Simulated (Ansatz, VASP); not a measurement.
# Two plane-wave programs on Sr3Al2O

The input INCAR:

```
PREC     = Accurate       # precision mode
ENCUT    = 520            # plane-wave cutoff, eV
EDIFF    = 1E-7           # SCF threshold, eV
ISMEAR   = 0              # smearing method
SIGMA    = 0.1            # smearing width, eV
LREAL    = False          # projectors in reciprocal space
LASPH    = True           # aspherical terms in the spheres
NELM     = 80             # most SCF steps
ALGO     = Normal         # electronic algorithm
ISIF     = 2              # what is computed and relaxed
LWAVE    = False          # write WAVECAR
LCHARG   = True           # write CHGCAR
GGA      = PE             # functional
LELF     = True           # ELF
LVHAR    = True         
NBANDS   = 30             # bands
```

Contents of KPOINTS:

```
regular mesh
0
Gamma
  6 6 6
```

The input POSCAR:

```
Sr3Al2O
1.0
    2.8907038800      1.6689486700      4.6527663000
   -2.8907038800      1.6689486700      4.6527663000
    0.0000000000     -3.3378973300      4.6527663000
Sr Al O
3 2 1
Direct
    0.0000000000      0.5000000000      0.5000000000
    0.5000000000      0.5000000000      0.0000000000
    0.5000000000      0.0000000000      0.5000000000
    0.1235570000      0.1235570000      0.1235570000
    0.8764430000      0.8764430000      0.8764430000
    0.5000000000      0.5000000000      0.5000000000
```

Input for Ansatz:

```yaml
crystal:
  lattice:
    - [2.89070388, 1.66894867, 4.6527663]
    - [-2.89070388, 1.66894867, 4.6527663]
    - [0.0, -3.33789733, 4.6527663]
  atoms:
    - { symbol: Sr, position: [0.0, 0.5, 0.5] }
    - { symbol: Sr, position: [0.5, 0.5, 0.0] }
    - { symbol: Sr, position: [0.5, 0.0, 0.5] }
    - { symbol: Al, position: [0.123557, 0.123557, 0.123557] }
    - { symbol: Al, position: [0.876443, 0.876443, 0.876443] }
    - { symbol: O, position: [0.5, 0.5, 0.5] }
basis:
  ecutwfc: 420
kpoints:
  mp_grid: { grid: [6, 6, 6] }
hamiltonian:
  xc: pbe
scf:
  occupations: { method: gaussian, width: 0.1 }
  lower_state_search: "off"
output:
  forces: true
  stress: true
  eigenvalues: true
```

Change from the starting cell: species swapped into the Eu2Al3Ag type (R-3m, No. 166).

Alike in both runs: task single point; functional PBE; k mesh 6 × 6 × 6; occupations gaussian, width 0.1 eV; no spin polarisation.

|  | VASP | Ansatz |
| --- | --- | --- |
| version | VASP 6.6.1 | Ansatz 0.2.0 |
| potentials or method | VASP PAW PBE potentials, release 64 (Sr_sv, Al, O), cutoff 520 eV | scalar-relativistic, plane waves, PAW |
| valence electrons in the cell | 42 | 42 |

Ansatz gave:

```
gap on the k mesh at the Fermi level (eV)                     : none
pressure (GPa)                                                : 6.1
traceless stress, the component that is largest in VASP (GPa) : -24.69
rms of the force components (eV/Å)                            : 0.147
```

Question: Which values does VASP return?

Answer: gap on the k mesh at the Fermi level (eV): none; pressure (GPa): 6.5; traceless stress, the component that is largest in VASP (GPa): -24.79; rms of the force components (eV/Å): 0.147.

Atom by atom the forces differ by 0.001 eV/Å (rms over components). A gap of «none» marks a metal or a gap that the smearing closes. The functional is the same, so the differences come from potentials, cutoffs and numerics.
